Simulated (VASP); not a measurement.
# C in VASP: notebook

Runs on C. Level: LDA. Tasks: single point.

Everything below comes from runs of VASP 6.6.1. Logs are shortened: lines on timing, memory, paths and dates and some standing lists are left out, and cuts for length are marked.

### 1 The cell of the first run

The cell holds a slab with vacuum, 6 atoms: a = 2.497 Å, b = 3.532 Å, c = 18.497 Å, α = 90.00°, β = 90.00°, γ = 90.00°.

### 2 Single point, LDA

The input, INCAR:

```
PREC = Accurate
ENCUT = 520
EDIFF = 1E-6
ISMEAR = -1
SIGMA = 0.02
LREAL = False
LASPH = True
NELM = 120
ALGO = Normal
ISIF = 2
LWAVE = False
LCHARG = True
LDIPOL = True
IDIPOL = 3
DIPOL = 0.5 0.5 0.500
GGA = CA
LELF = True
LVHAR = True
LVACPOTAV = True
NBANDS = 21
GGA_COMPAT = False
NELMDL = -8
```

The input, KPOINTS:

```
regular mesh
0
Gamma
  10 7 1
```

The input, POSCAR:

```
C
1.0
    2.4973237396      0.0000000000      0.0000000000
    0.0000000000      3.5317491022      0.0000000000
    0.0000000000      0.0000000000     18.4973000000
C
6
Direct
    0.7500000000      0.1250000000      0.4324949117
    0.2500000000      0.8750000000      0.4324949117
    0.2500000000      0.6250000000      0.5000000000
    0.7500000000      0.3750000000      0.5000000000
    0.7500000000      0.1250000000      0.5675050883
    0.2500000000      0.8750000000      0.5675050883
```

Potentials or basis: VASP PAW LDA potentials, release 64 (C).

Started as:

```bash
> cat potpaw_LDA.64/C/POTCAR > POTCAR
> mpirun -np 1 vasp_std > vasp.out
```

OUTCAR:

```text
PREC = Accurate
   ENCUT = 520
   EDIFF = 1E-6
   ISMEAR = -1
   LREAL = False
   LASPH = True
   NELM = 120
   ISIF = 2
   GGA = CA
   NELMDL = -8

 ion  position               nearest neighbor table
   1  0.750  0.125  0.432-   2 1.53   2 1.53   4 1.53
   2  0.250  0.875  0.432-   1 1.53   1 1.53   3 1.53
   3  0.250  0.625  0.500-   4 1.53   4 1.53   6 1.53   2 1.53
   4  0.750  0.375  0.500-   3 1.53   3 1.53   5 1.53   1 1.53
   5  0.750  0.125  0.568-   6 1.53   6 1.53   4 1.53
   6  0.250  0.875  0.568-   5 1.53   5 1.53   3 1.53

  LATTYP: Found a simple orthorhombic cell.
 ALAT       =     2.4973237396
 B/A-ratio  =     1.4142135624
 C/A-ratio  =     7.4068490627

  Lattice vectors:

 A1 = (   2.4973237396,   0.0000000000,   0.0000000000)
 A2 = (   0.0000000000,   3.5317491022,   0.0000000000)
 A3 = (   0.0000000000,   0.0000000000,  18.4973000000)

Analysis of symmetry for initial positions (statically):
=====================================================================
 Subroutine PRICEL returns:
 Original cell was already a primitive cell.

 Routine SETGRP: Setting up the symmetry group for a
 simple orthorhombic supercell.

 Subroutine GETGRP returns: Found  8 space group operations
 (whereof  4 operations were pure point group operations)
 out of a pool of  8 trial point group operations.

The static configuration has the point symmetry C_2h.
 The point group associated with its full space group is D_2h.

Analysis of symmetry for dynamics (positions and initial velocities):
=====================================================================
 Subroutine PRICEL returns:
 Original cell was already a primitive cell.

 Routine SETGRP: Setting up the symmetry group for a
 simple orthorhombic supercell.

 Subroutine GETGRP returns: Found  8 space group operations
 (whereof  4 operations were pure point group operations)
 out of a pool of  8 trial point group operations.

The dynamic configuration has the point symmetry C_2h.
 The point group associated with its full space group is D_2h.

 Subroutine INISYM returns: Found  8 space group operations
 (whereof  4 operations are pure point group operations),
 and found     1 'primitive' translations

----------------------------------------------------------------------------------------

                                     Primitive cell

  volume of cell :     163.1447

  direct lattice vectors                    reciprocal lattice vectors
     2.497323740  0.000000000  0.000000000     0.400428661  0.000000000  0.000000000
     0.000000000  3.531749102  0.000000000     0.000000000  0.283145821  0.000000000
     0.000000000  0.000000000 18.497300000     0.000000000  0.000000000  0.054061944

  length of vectors
     2.497323740  3.531749102 18.497300000     0.400428661  0.283145821  0.054061944

  position of ions in fractional coordinates (direct lattice)
     0.750000000  0.125000000  0.432494912
     0.250000000  0.875000000  0.432494912
     0.250000000  0.625000000  0.500000000
     0.750000000  0.375000000  0.500000000
     0.750000000  0.125000000  0.567505088
     0.250000000  0.875000000  0.567505088

  ion indices of the primitive-cell ions
   primitive index   ion index
                 1           1
                 2           2
                 3           3
                 4           4
                 5           5
                 6           6

----------------------------------------------------------------------------------------

 KPOINTS: regular mesh

Automatic generation of k-mesh.
 Grid dimensions read from file:
 generate k-points for:   10    7    1

 Generating k-lattice:

  Cartesian coordinates                     Fractional coordinates (reciprocal lattice)
     0.040042866  0.000000000  0.000000000     0.100000000  0.000000000  0.000000000
     0.000000000  0.040449403  0.000000000     0.000000000  0.142857143  0.000000000
     0.000000000  0.000000000  0.054061944     0.000000000  0.000000000  1.000000000

  Length of vectors
     0.040042866  0.040449403  0.054061944

  Shift w.r.t. Gamma in fractional coordinates (k-lattice)
     0.000000000  0.000000000  0.000000000

 Subroutine IBZKPT returns following result:
 ===========================================

 Found     24 irreducible k-points:

 Following reciprocal coordinates:
            Coordinates               Weight
  0.000000  0.000000  0.000000      1.000000
  0.100000  0.000000  0.000000      2.000000
  0.200000  0.000000  0.000000      2.000000
  0.300000  0.000000  0.000000      2.000000
  0.400000  0.000000  0.000000      2.000000
  0.500000  0.000000  0.000000      1.000000
[... 16 lines left out ...]
  0.400000  0.428571  0.000000      4.000000
  0.500000  0.428571  0.000000      2.000000
   k-points           NKPTS =     24   k-points in BZ     NKDIM =     24   number of bands    NBANDS=     21
   number of dos      NEDOS =    301   number of ions     NIONS =      6
   total plane-waves  NPLWV =  78400
   dimension x,y,z NGX =    20 NGY =   28 NGZ =  140
   dimension x,y,z NGXF=    40 NGYF=   56 NGZF=  280
   ions per type =               6
   NGX,Y,Z   is equivalent  to a cutoff of  13.31, 13.18, 12.58 a.u.
   NGXF,Y,Z  is equivalent  to a cutoff of  26.63, 26.36, 25.17 a.u.
 SYSTEM =  unknown system
   PREC   = accura    normal or accurate (medium, high low for compatibility)
   ISTART =      0    job   : 0-new  1-cont  2-samecut
   ICHARG =      2    charge: 1-file 2-atom 10-const
   ISPIN  =      1    spin polarized calculation?
   LNONCOLLINEAR =      F non collinear calculations
   LSORBIT =      F    spin-orbit coupling
   LASPH  =      T    aspherical Exc in radial PAW
   ENCUT  =  520.0 eV  38.22 Ry    6.18 a.u.   4.64  6.57 34.39*2*pi/ulx,y,z
   NELM   =    120;   NELMIN=  2; NELMDL= -8     # of ELM steps
   EDIFF  = 0.1E-05   stopping-criterion for ELM
   LREAL  =      F    real-space projection
   EDIFFG = 0.1E-04   stopping-criterion for IOM
   NSW    =      0    number of steps for IOM
   IBRION =     -1    ionic relax: 0-MD 1-quasi-New 2-CG
   NFREE  =      0    steps in history (QN), initial steepest desc. (CG)
   ISIF   =      2    stress and relaxation
   ISYM   =      2    0-nonsym 1-usesym 2-fastsym
   POTIM  = 0.5000    time-step for ionic-motion
   TEBEG  =    0.0;   TEEND  =   0.0 temperature during run
   PSTRESS=    0.0 pullay stress
   NELECT =      24.0000    total number of electrons
   NUPDOWN=      -1.0000    fix difference up-down
   EMIN   =  10.00;   EMAX   =-10.00  energy-range for DOS
   EFERMI =   0.00;   METHOD = LEGACY
   ISMEAR =    -1;   SIGMA  =   0.02  broadening in eV -4-tet -1-fermi 0-gaus
   EFERMI_NEDOS =   21; number of points for ismear=-14 and -15
   IALGO  =     38    algorithm
   IMIX   =      4    mixing-type and parameters
     AMIX     =   0.40;   BMIX     =  1.00
     AMIX_MAG =   1.60;   BMIX_MAG =  1.00
  volume/ion in A,a.u.               =      27.19       183.49
  Fermi-wavevector in a.u.,A,eV,Ry     =   0.864213  1.633126 10.161708  0.746864
  Thomas-Fermi vector in A             =   1.982277
   LORBIT       =      0    0 simple, 1 ext, 2 COOP (PROOUT), +10 PAW based schemes
   GGA     = CA    functional components
   LHFCALC =     F    Hartree Fock is set to
   AEXX    =    0.0000 exact exchange contribution
   IVDW    =     0    specifies the selected vdW correction
   LEPSILON=     F    determine dielectric tensor
   LRPA    =     F    only Hartree local field effects (RPA)
 non-spin polarized calculation
  energy-cutoff  :      520.00
  volume of cell :      163.14
 maximum number of plane-waves:      4426
 NGX is ok and might be reduce to    20
   NGX =  9   NGY = 13   NGZ = 69

 number of electron      24.0000004 magnetization

 dipolmoment           0.000000      0.000000     -0.000000 electrons x Angstroem

 Free energy of the ion-electron system (eV)
  ---------------------------------------------------
  ext. energy  EPLUGINS =         0.00000000
  ---------------------------------------------------
  free energy    TOTEN  =       -53.12522981 eV

  energy without entropy =      -53.12106008  energy(sigma->0) =      -53.12314495

 E-fermi :  -3.0317     XC(G=0):  -3.9192

 val. band max:       -3.0752971281   @ k =   0.4000   0.0000   0.0000
 cond. band min:      -3.0237392687   @ k =   0.4000   0.2857   0.0000
 fundamental gap:      0.0515578594
 Fermi energy:        -3.0317149969

 k-point     1 :       0.0000    0.0000    0.0000
  band No.  band energies     occupation
      1     -22.9770      2.00000
      2     -18.7662      2.00000
      3     -15.5069      2.00000
      4     -14.1671      2.00000
      5     -10.0650      2.00000
      6      -9.9391      2.00000
[... 13 lines left out ...]
     20       4.9616      0.00000
     21       5.6322      0.00000

 k-point     2 :       0.1000    0.0000    0.0000
  band No.  band energies     occupation
      1     -22.7922      2.00000
      2     -18.5900      2.00000
      3     -15.3471      2.00000
      4     -14.1013      2.00000
      5      -9.9337      2.00000
      6      -9.7919      2.00000
[... 13 lines left out ...]
     20       5.1945      0.00000
     21       5.9118      0.00000

 k-point     3 :       0.2000    0.0000    0.0000
  band No.  band energies     occupation
      1     -22.2397      2.00000
      2     -18.0627      2.00000
      3     -14.8687      2.00000
      4     -14.0937      2.00000
      5     -10.6521      2.00000
      6      -9.5988      2.00000
[... 13 lines left out ...]
     20       5.9188      0.00000
     21       6.6172      0.00000
[... 457 lines left out ...]
 k-point    23 :       0.4000    0.4286    0.0000
  band No.  band energies     occupation
      1     -18.5365      2.00000
      2     -17.4804      2.00000
      3     -15.2924      2.00000
      4     -14.5283      2.00000
      5     -13.5349      2.00000
      6     -12.4250      2.00000
[... 13 lines left out ...]
     20       7.8920      0.00000
     21       8.0095      0.00000

 k-point    24 :       0.5000    0.4286    0.0000
  band No.  band energies     occupation
      1     -17.2833      2.00000
      2     -17.2833      2.00000
      3     -15.0438      2.00000
      4     -15.0438      2.00000
      5     -13.8735      2.00000
      6     -13.8735      2.00000
[... 13 lines left out ...]
     20       7.7310      0.00000
     21       8.9267      0.00000

------------------------ aborting loop because EDIFF is reached ----------------------------------------

  FORCE on cell =-STRESS in cart. coord.  units (eV):
  Direction    XX          YY          ZZ          XY          YZ          ZX
  --------------------------------------------------------------------------------------
  -------------------------------------------------------------------------------------
  Total       -4.6156608     -7.4867457     -4.6352832      0.0000000      0.0000000      0.0000000
  in kB      -45.3285099    -73.5242552    -45.5212129      0.0000000      0.0000000      0.0000000
  external PRESSURE =     -54.7913260 kB  Pullay stress =       0.0000000 kB

 VOLUME and BASIS-vectors are now :
 -----------------------------------------------------------------------------
  energy-cutoff  :      520.00
  volume of cell :      163.14
      direct lattice vectors                 reciprocal lattice vectors
     2.497323740  0.000000000  0.000000000     0.400428661  0.000000000  0.000000000
     0.000000000  3.531749102  0.000000000     0.000000000  0.283145821  0.000000000
     0.000000000  0.000000000 18.497300000     0.000000000  0.000000000  0.054061944

 POSITION                                       TOTAL-FORCE (eV/Angst)
 -----------------------------------------------------------------------------------
      1.87299      0.44147      7.99999        -0.000000     -4.569305      0.917966
      0.62433      3.09028      7.99999        -0.000000      4.569305      0.917966
      0.62433      2.20734      9.24865         0.000000     -1.201516      0.000000
      1.87299      1.32441      9.24865         0.000000      1.201516      0.000000
      1.87299      0.44147     10.49731        -0.000000     -4.569305     -0.917966
      0.62433      3.09028     10.49731        -0.000000      4.569305     -0.917966
 -----------------------------------------------------------------------------------
    total drift:                                0.000000     -0.000000     -0.000000

  FREE ENERGIE OF THE ION-ELECTRON SYSTEM (eV)
  ---------------------------------------------------
  free  energy   TOTEN  =       -53.1252298139 eV

  energy  without entropy=      -53.1210600807  energy(sigma->0) =      -53.12314495

 vacuum level on the upper side and lower side of the slab         3.307         3.307
```

It took 2.4 min on 1 thread of Intel Xeon Platinum 8259CL at 2.50GHz (Skylake/Cascade Lake), shared host; peak memory 0.23 GiB.

What came out:

- Free energy: -53.1252 eV
- Largest force: 4.661 eV/Å
- Band gap on the k mesh: zero (band 12 reaches -2.76 eV, above the bottom of band 13 at -3.08 eV)

Forces in eV/Å, atoms in the order of the input:
```
C    0.000 -4.569  0.918
C    0.000  4.569  0.918
C    0.000 -1.202  0.000
C    0.000  1.202  0.000
C    0.000 -4.569 -0.918
C    0.000  4.569 -0.918
```

Levels at points of the mesh, in eV from the Fermi level:
```csv
k point,band 8,band 9,band 10,band 11,band 12,band 13,band 14,band 15,band 16,band 17
"(0.00, 0.00, 0.00)",-5.16,-2.39,-2.35,-0.43,0.19,0.56,3.65,5.61,5.98,6.34
"(0.50, 0.00, 0.00)",-6.86,-5.14,-5.14,-1.26,-1.26,0.92,0.92,6.69,6.69,9.19
```

### 3 Single point, LDA

The input, INCAR:

```
ALGO     = Normal         # electronic algorithm
DIPOL    = 0.5 0.5 0.500
EDIFF    = 1E-6           # SCF threshold, eV
ENCUT    = 520            # plane-wave cutoff, eV
GGA      = CA             # functional
GGA_COMPAT= F            
IDIPOL   = 3            
ISIF     = 2              # what is computed and relaxed
ISMEAR   = -1             # smearing method
LASPH    = T              # aspherical terms in the spheres
LCHARG   = F              # write CHGCAR
LDIPOL   = T            
LREAL    = F              # projectors in reciprocal space
LWAVE    = F              # write WAVECAR
NBANDS   = 21             # bands
NELM     = 120            # most SCF steps
NELMDL   = -8           
PREC     = Accurate       # precision mode
SIGMA    = 0.02           # smearing width, eV
```

The input, KPOINTS:

```
k-points
0
Gamma
  10 7 1
```

The input, POSCAR:

```
C
1.0
    2.4973237396      0.0000000000      0.0000000000
    0.0000000000      3.5317491022      0.0000000000
    0.0000000000      0.0000000000     18.4973000000
C
6
Direct
    0.7500000000      0.0979653236      0.4395642448
    0.2500000000      0.9020346764      0.4395642448
    0.2500000000      0.6098837583      0.5000000004
    0.7500000000      0.3901162417      0.5000000004
    0.7500000000      0.0979653236      0.5604357548
    0.2500000000      0.9020346764      0.5604357548
```

Potentials or basis: VASP PAW LDA potentials, release 64 (C).

Started as:

```bash
> cat potpaw_LDA.64/C/POTCAR > POTCAR
> mpirun -np 1 vasp_std > vasp.out
```

Run time: 2.5 min. Hardware: 1 thread of Intel Xeon Platinum 8259CL at 2.50GHz (Skylake/Cascade Lake), shared host; peak memory 0.23 GiB.

It converged, with:

```
Free energy            : -54.3243 eV
Largest force          : 0.058 eV/Å
Band gap on the k mesh : zero (band 12 reaches -2.18 eV, above the bottom of band 13 at -2.98 eV)
```

Forces on the atoms (eV/Å):
```
C    0.000  0.022 -0.054
C    0.000 -0.022 -0.054
C    0.000 -0.023  0.000
C    0.000  0.023  0.000
C    0.000  0.022  0.054
C    0.000 -0.022  0.054
```

Levels at points of the mesh, in eV from the Fermi level:
```tsv
k point	band 10	band 11	band 12	band 13	band 14	band 15
(0.00, 0.00, 0.00)	-2.26	-2.22	0.63	0.90	5.33	5.39
(0.50, 0.00, 0.00)	-5.09	-1.72	-1.72	1.33	1.33	6.74
```

### 4 Single point, LDA

The input, INCAR:

```
SYSTEM = C
PREC = Accurate ; ENCUT = 520
EDIFF = 1E-6 ; ISMEAR = -1
SIGMA = 0.02 ; LREAL = .FALSE.
LASPH = .TRUE. ; NELM = 120
ALGO = Normal ; ISIF = 2
LWAVE = .FALSE. ; LCHARG = .TRUE.
LDIPOL = .TRUE. ; IDIPOL = 3
DIPOL = 0.5 0.5 0.500 ; GGA = CA
LELF = .TRUE. ; LVHAR = .TRUE.
LVACPOTAV = .TRUE. ; NBANDS = 21
GGA_COMPAT = .FALSE. ; NELMDL = -8
```

The input, KPOINTS:

```
regular mesh
0
G
  10 7 1
  0 0 0
```

POSCAR is that of step 3.

Started as:

```bash
> cat potpaw_LDA.64/C/POTCAR > POTCAR
> mpirun -np 1 vasp_std > vasp.out
```

Wall time 2.3 min (1 thread of Intel Xeon Platinum 8259CL at 2.50GHz (Skylake/Cascade Lake), shared host); peak memory 0.23 GiB.

Results (log left out):

```
Free energy            : -54.3243 eV
Largest force          : 0.058 eV/Å
Band gap on the k mesh : zero (band 12 reaches -2.18 eV, above the bottom of band 13 at -2.98 eV)
```

Forces in eV/Å, atoms in the order of the input:
```
C    0.000  0.022 -0.054
C    0.000 -0.022 -0.054
C    0.000 -0.023  0.000
C    0.000  0.023  0.000
C    0.000  0.022  0.054
C    0.000 -0.022  0.054
```

Levels at points of the mesh, in eV from the Fermi level:
| k point | band 8 | band 9 | band 10 | band 11 | band 12 | band 13 | band 14 | band 15 | band 16 | band 17 |
| --- | --- | --- | --- | --- | --- | --- | --- | --- | --- | --- |
| (0.00, 0.00, 0.00) | -6.46 | -4.39 | -2.26 | -2.22 | 0.63 | 0.90 | 5.33 | 5.39 | 5.45 | 5.65 |
| (0.50, 0.00, 0.00) | -7.87 | -5.09 | -5.09 | -1.72 | -1.72 | 1.33 | 1.33 | 6.74 | 6.74 | 9.91 |

### 5 Single point, LDA

The input, INCAR:

```
PREC = Accurate
ENCUT = 520
EDIFF = 1E-6
ISMEAR = -1
SIGMA = 0.02
LREAL = F
LASPH = T
NELM = 120
ALGO = Normal
ISIF = 2
LWAVE = F
LCHARG = T
LDIPOL = T
IDIPOL = 3
DIPOL = 0.5 0.5 0.500
LELF = T
LVHAR = T
LVACPOTAV = T
NBANDS = 21
GGA_COMPAT = F
NELMDL = -8
```

The input, KPOINTS:

```
regular mesh
0
Gamma
  10 7 1
```

POSCAR is that of step 4.

Started as:

```bash
> cat potpaw_LDA.64/C/POTCAR > POTCAR
> mpirun -np 1 vasp_std > vasp.out
```

Wall time 3.4 min (1 thread of Intel Xeon Platinum 8259CL at 2.50GHz (Skylake/Cascade Lake), shared host); peak memory 0.23 GiB.

It converged, with:

```yaml
Free_energy: -54.3243 eV
Largest_force: 0.058 eV/Å
Band_gap_on_the_k_mesh: zero (band 12 reaches -2.18 eV, above the bottom of band 13 at -2.98 eV)
```

Forces on the atoms (eV/Å):
```
C    0.000  0.022 -0.054
C    0.000 -0.022 -0.054
C    0.000 -0.023  0.000
C    0.000  0.023  0.000
C    0.000  0.022  0.054
C    0.000 -0.022  0.054
```

Levels at points of the mesh, in eV from the Fermi level:
| k point | band 10 | band 11 | band 12 | band 13 | band 14 | band 15 |
| --- | --- | --- | --- | --- | --- | --- |
| (0.00, 0.00, 0.00) | -2.26 | -2.22 | 0.63 | 0.90 | 5.33 | 5.39 |
| (0.50, 0.00, 0.00) | -5.09 | -1.72 | -1.72 | 1.33 | 1.33 | 6.74 |

### 6 Single point, LDA

The input, INCAR:

```
ALGO = Normal
EDIFF = 1E-6
ENCUT = 520
GGA = CA
GGA_COMPAT = False
ISIF = 2
ISMEAR = -1
LASPH = True
LCHARG = False
LREAL = False
LWAVE = False
NBANDS = 21
NELM = 120
NELMDL = -8
PREC = Accurate
SIGMA = 0.02
```

The input, KPOINTS:

```
k-points
0
Gamma
  10 7 1
```

POSCAR is that of step 5.

Potentials or basis: VASP PAW LDA potentials, release 64 (C).

Started as:

```bash
> cat potpaw_LDA.64/C/POTCAR > POTCAR
> mpirun -np 1 vasp_std > vasp.out
```

Wall time 2.9 min (1 thread of Intel Xeon Platinum 8259CL at 2.50GHz (Skylake/Cascade Lake), shared host); peak memory 0.23 GiB.

Results (log left out):

* Free energy: -54.3243 eV
* Largest force: 0.058 eV/Å
* Band gap on the k mesh: zero (band 12 reaches -2.18 eV, above the bottom of band 13 at -2.98 eV)

Forces in eV/Å, atoms in the order of the input:
```
C    0.000  0.022 -0.054
C    0.000 -0.022 -0.054
C    0.000 -0.023  0.000
C    0.000  0.023  0.000
C    0.000  0.022  0.054
C    0.000 -0.022  0.054
```

Levels at points of the mesh, in eV from the Fermi level:
```tsv
k point	band 8	band 9	band 10	band 11	band 12	band 13	band 14	band 15	band 16	band 17
(0.00, 0.00, 0.00)	-6.46	-4.39	-2.26	-2.22	0.63	0.90	5.33	5.39	5.45	5.65
(0.50, 0.00, 0.00)	-7.87	-5.09	-5.09	-1.72	-1.72	1.33	1.33	6.74	6.74	9.91
```
